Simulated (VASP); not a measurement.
Hf2N: single point with PBEsol

The system is Hf2N.

```
Hf N
1.0
     5.29726    0.00000    0.00001
     0.00000    5.29636   -0.00001
     0.00000    0.00000    3.22457
Hf N
4 2
Direct
  0.31085 0.28940 0.97813
  0.72110 0.69994 0.97813
  0.81085 0.19994 0.47813
  0.22110 0.78939 0.47813
  0.01597 0.99467 0.97813
  0.51597 0.49467 0.47813
```

```
Program             : VASP 6.6.1
Task                : single point
Functional          : PBEsol
Potentials or basis : VASP PAW PBE potentials, release 64 (Hf_pv, N)
Cutoff              : 520 eV
k mesh              : 4 × 4 × 6
Occupations         : gaussian, width 0.1 eV
Spin                : no spin polarisation
```

```yaml
Pressure: -1.0 GPa
Band_gap_on_the_k_mesh: zero (band 25 reaches 7.32 eV, above the bottom of band 26 at 4.63 eV)
```

Stress tensor (GPa, compression positive):
```
-0.98  0.00  0.00
 0.00 -0.97  0.00
 0.00  0.00 -1.13
```

Levels at points of the mesh, in eV from the Fermi level:
```tsv
k point	band 22	band 23	band 24	band 25	band 26	band 27	band 28	band 29
(0.00, 0.00, 0.00)	-2.10	-0.02	0.83	1.12	1.18	1.18	1.67	1.86
(0.50, 0.00, 0.00)	-2.44	-1.01	-1.01	1.50	1.50	1.96	1.96	2.05
(0.00, 0.50, 0.00)	-2.44	-1.01	-1.01	1.50	1.50	1.96	1.96	2.05
(0.50, 0.50, 0.00)	-1.71	-1.37	-1.37	1.10	1.10	1.57	1.57	1.95
(0.00, 0.00, 0.50)	-1.38	-1.19	-1.19	-1.19	-1.19	2.24	2.24	3.78
(0.50, 0.00, 0.50)	-1.91	-1.09	-1.09	-0.88	-0.88	1.85	1.85	3.92
(0.00, 0.50, 0.50)	-1.91	-1.08	-1.08	-0.88	-0.88	1.85	1.85	3.91
(0.50, 0.50, 0.50)	-1.66	-0.82	-0.82	-0.47	-0.47	1.40	1.40	3.02
```

Wall time 2.4 min on 1 thread of AMD EPYC 7R43 64-Core Processor (Zen 3) (shared host), peak memory 0.2 GiB.

Caveat: the PAW data sets were made with another functional, which shifts forces and pressure a little; spin-orbit coupling is left out, which moves the levels of the heavy elements.
